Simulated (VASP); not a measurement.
Crystal: AgI.

```
Ag I
1.0
     3.23650    3.23650    0.00000
    -3.23650    3.23650    0.00000
     0.00000    3.23650    3.23650
Ag I
1 1
Direct
  0.00000 0.00000 0.00000
  0.75000 0.25000 0.50000
```

- Program: VASP 6.6.1
- Task: relaxation of cell and atoms
- Functional: LDA
- Potentials or basis: VASP PAW LDA potentials, release 64 (Ag, I)
- Cutoff: 500 eV
- k mesh: 10 × 10 × 10
- Occupations: fermi-dirac, width 0.1 eV
- Spin: no spin polarisation

At the start: pressure -2.1 GPa; volume 33.90 Å³/atom.

Question: Where does the relaxation end?

Answer: Over 6 steps the energy falls by 13.2 meV/atom and the volume is 31.97 Å³/atom (-5.7 %); space group F-43m (No. 216, to 0.1 Å) before and after.

The path:
```csv
step,energy change (eV),largest force (eV/Å),pressure (GPa),volume (Å³)
1,0.0000,0.0000,-2.06,67.80
2,-0.0261,0.0000,0.22,63.62
3,-0.0263,0.0000,-0.02,63.95
4,-0.0263,0.0000,0.03,63.88
5,-0.0263,0.0000,0.02,63.93
6,-0.0263,0.0000,0.00,63.95
```

Final structure:
```
Ag I
1.0
     3.17391    3.17391    0.00000
    -3.17391    3.17391    0.00000
     0.00000    3.17391    3.17391
Ag I
1 1
Direct
  0.00000 0.00000 0.00000
  0.75000 0.25000 0.50000
```
